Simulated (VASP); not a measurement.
# Al (P6_3/mmc) in VASP: a series of runs, part 2 of 2

VASP 6.6.1. The steps go on from the part before.

### 5 Single point, LDA (volume scaled by 1.08)

Input file INCAR:

```
SYSTEM = Al
PREC     = Accurate       ! precision mode
ENCUT    = 520            ! plane-wave cutoff, eV
EDIFF    = 1E-7           ! SCF threshold, eV
ISMEAR   = -1             ! smearing method
SIGMA    = 0.1            ! smearing width, eV
LREAL    = .FALSE.        ! projectors in reciprocal space
LASPH    = .TRUE.         ! aspherical terms in the spheres
NELM     = 100            ! most SCF steps
ALGO     = Normal         ! electronic algorithm
ISIF     = 2              ! what is computed and relaxed
LWAVE    = .FALSE.        ! write WAVECAR
LCHARG   = .FALSE.        ! write CHGCAR
NBANDS   = 10             ! bands
```

Input file KPOINTS:

```
regular mesh
0
G
  14 14 8
  0 0 0
```

Input file POSCAR:

```
Al
1.0
    2.9096776419      0.0000000000      0.0000000000
   -1.4548388209      2.5198547547      0.0000000000
    0.0000000000      0.0000000000      4.6921946626
Al
2
Direct
    0.3333333333      0.6666666667      0.2500000000
    0.6666666667      0.3333333333      0.7500000000
```

Potentials or basis: VASP PAW LDA potentials, release 64 (Al).

Command:

```bash
> cat potpaw_LDA.64/Al/POTCAR > POTCAR
> mpirun -np 1 vasp_std > vasp.out
```

OUTCAR:

```text
SYSTEM = Al
   PREC = Accurate
   ENCUT = 520
   EDIFF = 1E-7
   ISMEAR = -1
   LREAL = .FALSE.
   LASPH = .TRUE.
   NELM = 100
   ISIF = 2

 ion  position               nearest neighbor table
   1  0.333  0.667  0.250-   2 2.89   2 2.89   2 2.89   2 2.89   2 2.89   2 2.89
   2  0.667  0.333  0.750-   1 2.89   1 2.89   1 2.89   1 2.89   1 2.89   1 2.89

  LATTYP: Found a hexagonal cell.
 ALAT       =     2.9096776419
 C/A-ratio  =     1.6126166676

  Lattice vectors:

 A1 = (   2.9096776419,   0.0000000000,   0.0000000000)
 A2 = (  -1.4548388209,   2.5198547547,   0.0000000000)
 A3 = (   0.0000000000,   0.0000000000,   4.6921946626)

Analysis of symmetry for initial positions (statically):
=====================================================================
 Subroutine PRICEL returns:
 Original cell was already a primitive cell.

 Routine SETGRP: Setting up the symmetry group for a
 hexagonal supercell.

 Subroutine GETGRP returns: Found 24 space group operations
 (whereof 12 operations were pure point group operations)
 out of a pool of 24 trial point group operations.

The static configuration has the point symmetry D_3d.
 The point group associated with its full space group is D_6h.

Analysis of symmetry for dynamics (positions and initial velocities):
=====================================================================
 Subroutine PRICEL returns:
 Original cell was already a primitive cell.

 Routine SETGRP: Setting up the symmetry group for a
 hexagonal supercell.

 Subroutine GETGRP returns: Found 24 space group operations
 (whereof 12 operations were pure point group operations)
 out of a pool of 24 trial point group operations.

The dynamic configuration has the point symmetry D_3d.
 The point group associated with its full space group is D_6h.

 Subroutine INISYM returns: Found 24 space group operations
 (whereof 12 operations are pure point group operations),
 and found     1 'primitive' translations

----------------------------------------------------------------------------------------

                                     Primitive cell

  volume of cell :      34.4030

  direct lattice vectors                    reciprocal lattice vectors
     2.909677642  0.000000000  0.000000000     0.343680683  0.198424135  0.000000000
    -1.454838821  2.519854755  0.000000000     0.000000000  0.396848270  0.000000000
     0.000000000  0.000000000  4.692194663     0.000000000  0.000000000  0.213119888

  length of vectors
     2.909677642  2.909677642  4.692194663     0.396848270  0.396848270  0.213119888

  position of ions in fractional coordinates (direct lattice)
     0.333333333  0.666666667  0.250000000
     0.666666667  0.333333333  0.750000000

  ion indices of the primitive-cell ions
   primitive index   ion index
                 1           1
                 2           2

----------------------------------------------------------------------------------------

 KPOINTS: regular mesh

Automatic generation of k-mesh.
 Grid dimensions read from file:
 generate k-points for:   14   14    8

 Generating k-lattice:

  Cartesian coordinates                     Fractional coordinates (reciprocal lattice)
     0.024548620  0.014173152  0.000000000     0.071428571  0.000000000  0.000000000
     0.000000000  0.028346305  0.000000000     0.000000000  0.071428571  0.000000000
     0.000000000  0.000000000  0.026639986     0.000000000  0.000000000  0.125000000

  Length of vectors
     0.028346305  0.028346305  0.026639986

  Shift w.r.t. Gamma in fractional coordinates (k-lattice)
     0.000000000  0.000000000  0.000000000

 Subroutine IBZKPT returns following result:
 ===========================================

 Found    120 irreducible k-points:

 Following reciprocal coordinates:
            Coordinates               Weight
  0.000000  0.000000  0.000000      1.000000
  0.071429  0.000000  0.000000      6.000000
  0.142857  0.000000  0.000000      6.000000
  0.214286  0.000000  0.000000      6.000000
  0.285714  0.000000  0.000000      6.000000
  0.357143  0.000000  0.000000      6.000000
[... 16 lines left out ...]
  0.285714  0.285714  0.000000      6.000000
  0.357143  0.285714  0.000000      6.000000
 [... further k-points ...]
   k-points           NKPTS =    120   k-points in BZ     NKDIM =    120   number of bands    NBANDS=     10
   number of dos      NEDOS =    301   number of ions     NIONS =      2
   total plane-waves  NPLWV =  20736
   dimension x,y,z NGX =    24 NGY =   24 NGZ =   36
   dimension x,y,z NGXF=    48 NGYF=   48 NGZF=   72
   ions per type =               2
   NGX,Y,Z   is equivalent  to a cutoff of  13.71, 13.71, 12.75 a.u.
   NGXF,Y,Z  is equivalent  to a cutoff of  27.43, 27.43, 25.51 a.u.
 SYSTEM =  Al
   PREC   = accura    normal or accurate (medium, high low for compatibility)
   ISTART =      0    job   : 0-new  1-cont  2-samecut
   ICHARG =      2    charge: 1-file 2-atom 10-const
   ISPIN  =      1    spin polarized calculation?
   LNONCOLLINEAR =      F non collinear calculations
   LSORBIT =      F    spin-orbit coupling
   LASPH  =      T    aspherical Exc in radial PAW
   ENCUT  =  520.0 eV  38.22 Ry    6.18 a.u.   5.41  5.41  8.72*2*pi/ulx,y,z
   NELM   =    100;   NELMIN=  2; NELMDL= -5     # of ELM steps
   EDIFF  = 0.1E-06   stopping-criterion for ELM
   LREAL  =      F    real-space projection
   EDIFFG = 0.1E-05   stopping-criterion for IOM
   NSW    =      0    number of steps for IOM
   IBRION =     -1    ionic relax: 0-MD 1-quasi-New 2-CG
   NFREE  =      0    steps in history (QN), initial steepest desc. (CG)
   ISIF   =      2    stress and relaxation
   ISYM   =      2    0-nonsym 1-usesym 2-fastsym
   POTIM  = 0.5000    time-step for ionic-motion
   TEBEG  =    0.0;   TEEND  =   0.0 temperature during run
   PSTRESS=    0.0 pullay stress
   NELECT =       6.0000    total number of electrons
   NUPDOWN=      -1.0000    fix difference up-down
   EMIN   =  10.00;   EMAX   =-10.00  energy-range for DOS
   EFERMI =   0.00;   METHOD = LEGACY
   ISMEAR =    -1;   SIGMA  =   0.10  broadening in eV -4-tet -1-fermi 0-gaus
   EFERMI_NEDOS =   21; number of points for ismear=-14 and -15
   IALGO  =     38    algorithm
   IMIX   =      4    mixing-type and parameters
     AMIX     =   0.40;   BMIX     =  1.00
     AMIX_MAG =   1.60;   BMIX_MAG =  1.00
  volume/ion in A,a.u.               =      17.20       116.08
  Fermi-wavevector in a.u.,A,eV,Ry     =   0.914660  1.728457 11.382679  0.836603
  Thomas-Fermi vector in A             =   2.039313
   LORBIT       =      0    0 simple, 1 ext, 2 COOP (PROOUT), +10 PAW based schemes
   GGA     = CA    functional components
   LHFCALC =     F    Hartree Fock is set to
   AEXX    =    0.0000 exact exchange contribution
   IVDW    =     0    specifies the selected vdW correction
   LEPSILON=     F    determine dielectric tensor
   LRPA    =     F    only Hartree local field effects (RPA)
 non-spin polarized calculation
  energy-cutoff  :      520.00
  volume of cell :       34.40
 maximum number of plane-waves:       966
 NGX is ok and might be reduce to    24
   NGX = 11   NGY = 11   NGZ = 17

 number of electron       6.0000000 magnetization

 Free energy of the ion-electron system (eV)
  ---------------------------------------------------
  ext. energy  EPLUGINS =         0.00000000
  ---------------------------------------------------
  free energy    TOTEN  =        -8.27865559 eV

  energy without entropy =       -8.24770835  energy(sigma->0) =       -8.26318197

 E-fermi :   7.3606     XC(G=0): -10.1919

 val. band max:        7.3600561469   @ k =   0.2857   0.0714   0.2500
 cond. band min:       7.3890516552   @ k =   0.3571   0.2143   0.1250
 fundamental gap:      0.0289955083
 Fermi energy:         7.3606434688

 k-point     1 :       0.0000    0.0000    0.0000
  band No.  band energies     occupation
      1      -3.4530      2.00000
      2       3.0502      2.00000
      3       3.1728      2.00000
      4      17.2644      0.00000
      5      17.2644      0.00000
      6      17.9056      0.00000
      7      17.9056      0.00000
      8      19.3786      0.00000
      9      20.7078      0.00000
     10      21.2493      0.00000
[... 287 lines left out ...]
 k-point    24 :       0.3571    0.2857    0.0000
  band No.  band energies     occupation
      1       3.4666      2.00000
      2       3.7221      2.00000
      3       5.1963      2.00000
      4       9.2893      0.00000
      5       9.7022      0.00000
      6       9.9633      0.00000
      7      10.6797      0.00000
      8      11.9271      0.00000
      9      11.9393      0.00000
     10      23.2250      0.00000

 [... further k-points ...]
[... 5 lines left out ...]
  --------------------------------------------------------------------------------------
  -------------------------------------------------------------------------------------
  Total       -1.2042402     -1.2042402     -0.9145619     -0.0000000      0.0000000     -0.0000000
  in kB      -56.0824893    -56.0824893    -42.5919252     -0.0000000      0.0000000     -0.0000000
  external PRESSURE =     -51.5856346 kB  Pullay stress =       0.0000000 kB

 VOLUME and BASIS-vectors are now :
 -----------------------------------------------------------------------------
  energy-cutoff  :      520.00
  volume of cell :       34.40
      direct lattice vectors                 reciprocal lattice vectors
     2.909677642  0.000000000  0.000000000     0.343680683  0.198424135  0.000000000
    -1.454838821  2.519854755  0.000000000     0.000000000  0.396848270  0.000000000
     0.000000000  0.000000000  4.692194663     0.000000000  0.000000000  0.213119888

 POSITION                                       TOTAL-FORCE (eV/Angst)
 -----------------------------------------------------------------------------------
     -0.00000      1.67990      1.17305        -0.000000     -0.000000      0.000000
      1.45484      0.83995      3.51915         0.000000      0.000000      0.000000
 -----------------------------------------------------------------------------------
    total drift:                               -0.000000      0.000000     -0.000000

  FREE ENERGIE OF THE ION-ELECTRON SYSTEM (eV)
  ---------------------------------------------------
  free  energy   TOTEN  =        -8.2786555872 eV

  energy  without entropy=       -8.2477083486  energy(sigma->0) =       -8.26318197
```

Wall time 16 s (1 thread of Intel Xeon 6975P-C, shared host); peak memory 0.15 GiB.

What came out:

* Free energy: -8.2787 eV
* Pressure: -5.2 GPa
* Band gap on the k mesh: zero (band 3 reaches 11.65 eV, above the bottom of band 4 at 4.17 eV)

Caveat: the cell differs from its parent crystal (volume scaled by 1.08).

### 6 Relaxation of cell and atoms, LDA

This run uses another cell than the first one, of 16.60 Å³/atom, 1.133 times its volume.

Input file INCAR:

```
SYSTEM = Al
PREC     = Accurate       ! precision mode
ENCUT    = 600            ! plane-wave cutoff, eV
EDIFF    = 1E-7           ! SCF threshold, eV
ISMEAR   = -1             ! smearing method
SIGMA    = 0.1            ! smearing width, eV
LREAL    = .FALSE.        ! projectors in reciprocal space
LASPH    = .TRUE.         ! aspherical terms in the spheres
NELM     = 100            ! most SCF steps
ALGO     = Normal         ! electronic algorithm
ISIF     = 3              ! what is computed and relaxed
LWAVE    = .FALSE.        ! write WAVECAR
LCHARG   = .FALSE.        ! write CHGCAR
IBRION   = 2              ! ionic algorithm
NSW      = 80             ! ionic steps
EDIFFG   = -0.01          ! ionic threshold
```

Input file KPOINTS:

```
Automatic mesh
0
G
  13 13 7
  0 0 0
```

Input file POSCAR:

```
Al
1.0
    2.8634814820      0.0000000000      0.0000000000
   -1.4317407410      2.4798477067      0.0000000000
    0.0000000000      0.0000000000      4.6760652602
Al
2
Direct
    0.3333333333      0.6666666667      0.2500000000
    0.6666666667      0.3333333333      0.7500000000
```

Potentials or basis: VASP PAW LDA potentials, release 64 (Al).

Command:

```bash
> cat potpaw_LDA.64/Al/POTCAR > POTCAR
> mpirun -np 1 vasp_std > vasp.out
```

Wall time 43 s (1 thread of Intel Xeon 6975P-C, shared host); peak memory 0.15 GiB.

The run converged. Its results:

```yaml
Free_energy: -8.3316 eV
Relaxed_volume: 15.94 Å³/atom
Relaxed_cell: a = 2.837 Å, b = 2.837 Å, c = 4.575 Å, α = 90.00°, β = 90.00°, γ = 120.00°
Space_group_after_relaxing_to_0.05_Å: P6_3/mmc (No. 194)
Energy_gained_by_relaxing: 6.6 meV/atom
Ionic_steps: 7
Pressure_after_relaxing: 0.0 GPa
Band_gap_on_the_k_mesh: zero (band 3 reaches 11.61 eV, above the bottom of band 4 at 5.30 eV)
```

Step by step:
| step | energy change (eV) | largest force (eV/Å) | pressure (GPa) | volume (Å³) |
| --- | --- | --- | --- | --- |
| 1 | 0.0000 | 0.0000 | -3.02 | 33.20 |
| 2 | -0.0128 | 0.0000 | 0.40 | 31.72 |
| 3 | -0.0130 | 0.0000 | 0.01 | 31.88 |
| 4 | -0.0130 | 0.0000 | -0.06 | 31.90 |
| 5 | -0.0130 | 0.0000 | -0.06 | 31.90 |
| 6 | -0.0131 | 0.0000 | -0.05 | 31.90 |
| 7 | -0.0132 | 0.0000 | -0.02 | 31.89 |

Final structure:
```yaml
crystal:
  lattice:
    - [2.83680, 0.00000, 0.00000]
    - [-1.41840, 2.45674, 0.00000]
    - [0.00000, 0.00000, 4.57518]
  atoms:
    - { symbol: Al, position: [0.33333, 0.66667, 0.25000] }
    - { symbol: Al, position: [0.66667, 0.33333, 0.75000] }
```

Levels at points of the mesh, in eV from the Fermi level:
```tsv
k point	band 1	band 2	band 3	band 4	band 5	band 6	band 7
(0.00, 0.00, 0.00)	-11.34	-4.62	-4.29	10.52	10.52	10.96	10.96
```

### 7 Overview

```tsv
task	cell	k mesh	cutoff (eV)	gap on the mesh (eV)	pressure (GPa)
single point	a = 2.758, b = 2.758, c = 4.448 Å, angles 90.0, 90.0, 120.0°, 2 atoms	14 × 14 × 8	520	none	8.3
single point	a = 2.798, b = 2.798, c = 4.512 Å, angles 90.0, 90.0, 120.0°, 2 atoms	14 × 14 × 8	520	none	3.7
single point	a = 2.873, b = 2.873, c = 4.634 Å, angles 90.0, 90.0, 120.0°, 2 atoms	14 × 14 × 8	520	none	-2.8
single point	a = 2.910, b = 2.910, c = 4.692 Å, angles 90.0, 90.0, 120.0°, 2 atoms	14 × 14 × 8	520	none	-5.2
relaxation of cell and atoms	relaxed from a = 2.863, b = 2.863, c = 4.676 Å, angles 90.0, 90.0, 120.0°, 2 atoms	13 × 13 × 7	600	none	0.0
```

Alike in all rows: level LDA; potentials or basis VASP PAW LDA potentials, release 64 (Al); no spin polarisation; smearing fermi-dirac 0.1 eV.

Total energies depend on the potentials used, so only differences within one code and one set of settings carry meaning.
